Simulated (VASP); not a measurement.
# BAs (F-43m) in VASP: further runs, part 2 of 2

VASP 6.6.1. Earlier steps stand in the parts before.

### Step 4. Single point, revPBE+D3(BJ)

This run uses another cell than the first one, of 13.08 Å³/atom.

INCAR reads:

```
ALGO = Normal
EDIFF = 1E-6
ENCUT = 560
GGA = RE
GGA_COMPAT = F
ISIF = 2
ISMEAR = -1
IVDW = 12
LASPH = T
LCHARG = T
LELF = T
LREAL = F
LVHAR = T
LWAVE = F
NBANDS = 16
NELM = 120
PREC = Accurate
SIGMA = 0.05
```

KPOINTS reads:

```
k-points
0
Gamma
  10 10 10
```

POSCAR reads:

```
BAs
1.0
    0.0000000000      2.3562190158      2.3562190158
    2.3562190158      0.0000000000      2.3562190158
    2.3562190158      2.3562190158      0.0000000000
As B
1 1
Direct
    0.7500000000      0.7500000000      0.7500000000
    0.0000000000      0.0000000000      0.0000000000
```

On the command line:

```console
$ cat potpaw_PBE.64/As_d/POTCAR potpaw_PBE.64/B/POTCAR > POTCAR
$ mpirun -np 1 vasp_std > vasp.out
```

It took 15 s on 1 thread of AMD EPYC 9R45 (Zen 5), shared host; peak memory 0.15 GiB.

Results (log left out):

```yaml
Free_energy: -12.1893 eV
Pressure: 2.6 GPa
Band_gap_on_the_k_mesh: 1.16 eV (least direct gap 3.34 eV)
Dispersion_energy_per_atom: -0.679 eV
```

Levels at points of the mesh, in eV from the valence-band top:
```csv
k point,band 6,band 7,band 8,band 9,band 10,band 11,band 12,band 13
"(0.00, 0.00, 0.00)",-15.79,0.00,0.00,0.00,3.34,3.34,3.34,5.24
"(0.50, 0.00, 0.00)",-12.76,-9.09,-1.89,-1.89,2.95,4.85,4.85,9.04
"(0.50, 0.50, 0.00)",-11.37,-8.78,-4.25,-4.25,1.39,1.45,11.87,11.87
```

Caveat: the PAW data sets were made with another functional, which shifts forces and pressure a little.

### Step 5. Single point, BLYP+D4

This run uses another cell than the first one, of 12.81 Å³/atom.

INCAR reads:

```
PREC = Accurate
ENCUT = 560
EDIFF = 1E-6
ISMEAR = -1
SIGMA = 0.05
LREAL = False
LASPH = True
NELM = 120
ALGO = Normal
ISIF = 2
LWAVE = False
LCHARG = False
GGA = B5
ALDAX = 1.0
AGGAX = 1.0
AGGAC = 1.0
ALDAC = 0.0
IVDW = 13
VDW_S6 = 1.0
VDW_S8 = 2.34076671
VDW_A1 = 0.44488865
VDW_A2 = 4.0933009
NBANDS = 16
GGA_COMPAT = False
```

KPOINTS reads:

```
Automatic mesh
0
Gamma
  10 10 10
```

POSCAR reads:

```
BAs
1.0
    0.0000000000      2.3397414207      2.3397414207
    2.3397414207      0.0000000000      2.3397414207
    2.3397414207      2.3397414207      0.0000000000
As B
1 1
Direct
    0.7500000000      0.7500000000      0.7500000000
    0.0000000000      0.0000000000      0.0000000000
```

On the command line:

```console
$ cat potpaw_PBE.64/As_d/POTCAR potpaw_PBE.64/B/POTCAR > POTCAR
$ mpirun -np 1 vasp_std > vasp.out
```

Run time: 22 s. Hardware: 1 thread of AMD EPYC 9R45 (Zen 5), shared host; peak memory 0.13 GiB.

Results (log left out):

```
Free energy                : -11.4605 eV
Pressure                   : 8.3 GPa
Band gap on the k mesh     : 1.36 eV (least direct gap 3.45 eV)
Dispersion energy per atom : -0.776 eV
```

Levels at points of the mesh, in eV from the valence-band top:
```
           k point  band 6  band 7  band 8  band 9  band 10  band 11  band 12  band 13
(0.00, 0.00, 0.00)  -15.87    0.00    0.00    0.00     3.45     3.45     3.45     5.45
(0.50, 0.00, 0.00)  -12.84   -9.08   -1.90   -1.90     3.16     5.01     5.01     9.28
(0.50, 0.50, 0.00)  -11.46   -8.75   -4.26   -4.26     1.61     1.65    11.94    11.94
```

Caveat: the cell stands under pressure; the PAW data sets were made with another functional, which shifts forces and pressure a little. As with any semilocal functional, this BLYP gap is likely too small.

### Step 6. Single point, r2SCAN+rVV10

This run uses another cell than the first one, of 14.44 Å³/atom.

POSCAR reads:

```
BAs
1.0
    0.0000000000      2.4353452264      2.4353452264
    2.4353452264      0.0000000000      2.4353452264
    2.4353452264      2.4353452264      0.0000000000
As B
1 1
Direct
    0.7500000000      0.7500000000      0.7500000000
    0.0000000000      0.0000000000      0.0000000000
```

INCAR.step1 reads:

```
  PREC = Accurate
  ENCUT = 620
  ISMEAR = -1
  SIGMA = 0.05
  LREAL = False
  LASPH = True
  NELM = 120
  NBANDS = 16
  GGA = PE
  ALGO = Normal
  EDIFF = 1E-5
  LWAVE = True
  LCHARG = False
  GGA_COMPAT = False
```

INCAR.step2 reads:

```
  PREC = Accurate
  ENCUT = 620
  EDIFF = 1E-6
  ISMEAR = -1
  SIGMA = 0.05
  LREAL = False
  LASPH = True
  NELM = 120
  ALGO = Normal
  ISIF = 2
  LWAVE = False
  LCHARG = False
  METAGGA = R2SCAN
  LMIXTAU = True
  LUSE_VDW = True
  IVDW_NL = 2
  BPARAM = 11.95
  CPARAM = 0.0093
  NBANDS = 16
  ISTART = 1
  GGA_COMPAT = False
```

KPOINTS is that of step 5.

Potentials or basis: VASP PAW PBE potentials, release 64 (As_d, B).

On the command line:

```console
$ cat potpaw_PBE.64/As_d/POTCAR potpaw_PBE.64/B/POTCAR > POTCAR
$ cp INCAR.step1 INCAR
$ mpirun -np 1 vasp_std > vasp.out
$ cp INCAR.step2 INCAR
$ mpirun -np 1 vasp_std > vasp.out
```

OUTCAR:

```text
PREC = Accurate
   ENCUT = 620
   EDIFF = 1E-6
   ISMEAR = -1
   LREAL = False
   LASPH = True
   NELM = 120
   ISIF = 2
   METAGGA = R2SCAN
   IVDW_NL = 2
   BPARAM = 11.95
   ISTART = 1

 ion  position               nearest neighbor table
   1  0.750  0.750  0.750-   2 2.11   2 2.11   2 2.11   2 2.11
   2  0.000  0.000  0.000-   1 2.11   1 2.11   1 2.11   1 2.11

  LATTYP: Found a face centered cubic cell.
 ALAT       =     4.8706904528
[... 643 lines left out ...]
     16      20.5963      0.00000

 [... further k-points ...]

------------------------ aborting loop because EDIFF is reached ----------------------------------------

  FORCE on cell =-STRESS in cart. coord.  units (eV):
  Direction    XX          YY          ZZ          XY          YZ          ZX
  --------------------------------------------------------------------------------------
  -------------------------------------------------------------------------------------
  Total       -1.3633579     -1.3633579     -1.3633579      0.0000000     -0.0000000      0.0000000
  in kB      -75.6151558    -75.6151558    -75.6151558      0.0000000     -0.0000000      0.0000000
  external PRESSURE =     -75.6151558 kB  Pullay stress =       0.0000000 kB

 VOLUME and BASIS-vectors are now :
 -----------------------------------------------------------------------------
  energy-cutoff  :      620.00
  volume of cell :       28.89
      direct lattice vectors                 reciprocal lattice vectors
     0.000000000  2.435345226  2.435345226    -0.205309701  0.205309701  0.205309701
     2.435345226  0.000000000  2.435345226     0.205309701 -0.205309701  0.205309701
     2.435345226  2.435345226  0.000000000     0.205309701  0.205309701 -0.205309701

 POSITION                                       TOTAL-FORCE (eV/Angst)
 -----------------------------------------------------------------------------------
      3.65302      3.65302      3.65302         0.000000      0.000000      0.000000
      0.00000      0.00000      0.00000        -0.000000     -0.000000     -0.000000
 -----------------------------------------------------------------------------------
    total drift:                               -0.000001     -0.000001     -0.000001

  FREE ENERGIE OF THE ION-ELECTRON SYSTEM (eV)
  ---------------------------------------------------
  free  energy   TOTEN  =       -21.8123640271 eV

  energy  without entropy=      -21.8123640147  energy(sigma->0) =      -21.81236402
```

OUTCAR.step1:

```text
PREC = Accurate
   ENCUT = 620
   ISMEAR = -1
   LREAL = False
   LASPH = True
[... 676 lines left out ...]
      3.65302      3.65302      3.65302        -0.000000     -0.000000     -0.000000
      0.00000      0.00000      0.00000         0.000000      0.000000      0.000000
 -----------------------------------------------------------------------------------
    total drift:                               -0.000001     -0.000001     -0.000001

  FREE ENERGIE OF THE ION-ELECTRON SYSTEM (eV)
  ---------------------------------------------------
  free  energy   TOTEN  =       -11.4291530869 eV

  energy  without entropy=      -11.4291530394  energy(sigma->0) =      -11.42915306
```

OSZICAR.step1:

```text
N       E                     dE             d eps       ncg     rms          rms(c)
DAV:   1     0.989068743529E+02    0.98907E+02   -0.89043E+03  1696   0.564E+03
DAV:   2    -0.133941865114E+01   -0.10025E+03   -0.95378E+02  1776   0.692E+02
DAV:   3    -0.116797206557E+02   -0.10340E+02   -0.10289E+02  1704   0.942E+01
DAV:   4    -0.119691002052E+02   -0.28938E+00   -0.28934E+00  1928   0.166E+01
DAV:   5    -0.119732522308E+02   -0.41520E-02   -0.41520E-02  1720   0.245E+00    0.503E+00
DAV:   6    -0.114810112057E+02    0.49224E+00   -0.74940E-01  1880   0.617E+00    0.250E+00
DAV:   7    -0.114342878680E+02    0.46723E-01   -0.11786E-01  1944   0.226E+00    0.102E+00
DAV:   8    -0.114288617454E+02    0.54261E-02   -0.15707E-02  2024   0.171E+00    0.944E-02
DAV:   9    -0.114290298715E+02   -0.16813E-03   -0.11111E-03  1896   0.639E-01    0.437E-02
DAV:  10    -0.114291415565E+02   -0.11169E-03   -0.21769E-04  1872   0.288E-01    0.173E-02
DAV:  11    -0.114291521430E+02   -0.10586E-04   -0.25978E-05  1912   0.901E-02    0.546E-03
DAV:  12    -0.114291530869E+02   -0.94395E-06   -0.23658E-06  1152   0.282E-02
   1 F= -.11429153E+02 E0= -.11429153E+02  d E =-.474878E-07
```

Wall time 100 s (1 thread of AMD EPYC 7R13 (Zen 3), shared host); peak memory 0.25 GiB.

What came out:

| Item | Value |
| --- | --- |
| Free energy | -21.8124 eV |
| Pressure | -7.6 GPa |
| Band gap on the k mesh | 1.39 eV (least direct gap 3.36 eV) |

Caveat: the cell stands under tension; the PAW data sets were made with another functional, which shifts forces and pressure a little.

### Step 7. Overview

```tsv
level	potentials or basis	cell	k mesh	cutoff (eV)	grid for exact exchange (PRECFOCK)	share of exact exchange	gap on the mesh (eV)	pressure (GPa)
B3LYP5	VASP PAW PBE potentials, release 64 (As, B)	a = 3.378 Å, angles 60.0°, 2 atoms	6 × 6 × 6	520	Normal	0.2	2.59	4.5
RPBE+D4	VASP PAW PBE potentials, release 64 (As_d, B)	a = 3.422 Å, angles 60.0°, 2 atoms	10 × 10 × 10	560	-	-	1.26	-9.3
revPBE+D3(BJ)	VASP PAW PBE potentials, release 64 (As_d, B)	a = 3.332 Å, angles 60.0°, 2 atoms	10 × 10 × 10	560	-	-	1.16	2.6
BLYP+D4	VASP PAW PBE potentials, release 64 (As_d, B)	a = 3.309 Å, angles 60.0°, 2 atoms	10 × 10 × 10	560	-	-	1.36	8.3
r2SCAN+rVV10	VASP PAW PBE potentials, release 64 (As_d, B)	a = 3.444 Å, angles 60.0°, 2 atoms	10 × 10 × 10	620	-	-	1.39	-7.6
```

Alike in all rows: task single point; no spin polarisation; smearing fermi-dirac 0.05 eV.

Caveats: the PAW data sets were made with another functional, which shifts forces and pressure a little; the cell stands under pressure (at least some runs); the cell stands under tension (at least some runs).

Total energies depend on the potentials used, so only differences within one code and one set of settings carry meaning.
